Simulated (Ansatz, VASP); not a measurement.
## One calculation of HgTe, two programs

```
Hg Te
1.0
     0.00000    2.72495    2.72495
     2.72495    0.00000    2.72495
     2.72495    2.72495    0.00000
Hg Te
1 1
Direct
  0.00000 0.00000 0.00000
  0.25000 0.25000 0.25000
```

Change from the starting cell: volume scaled by 0.55, norm-conserving files.

Alike in both runs: task single point; functional PBE; k mesh 11 × 11 × 11; occupations fermi-dirac, width 0.05 eV; no spin polarisation.

```csv
,VASP,Ansatz
version,VASP 6.6.1,Ansatz 0.2.0
potentials or method,"VASP PAW PBE potentials, release 64 (Hg, Te)","norm-conserving pseudopotentials, scalar-relativistic"
plane-wave cutoff (eV),520,1120
valence electrons in the cell,18,36
```

Ansatz gave:

```
pressure (GPa) : 94.9
```

**Question.** Which values does VASP return?

**Answer.** Pressure (GPa): 95.3.

Both programs put the cell under a high pressure, so it lies far from rest at this level. With one functional, cell and mesh, what is left measures potentials, basis and numerics. VASP's potentials hold 18 valence electrons a cell and Ansatz's 36, so a difference there can come from the potentials and not from the codes.

Neither program's run includes spin-orbit coupling. Noted on VASP's run: the cell as given lies far from equilibrium.
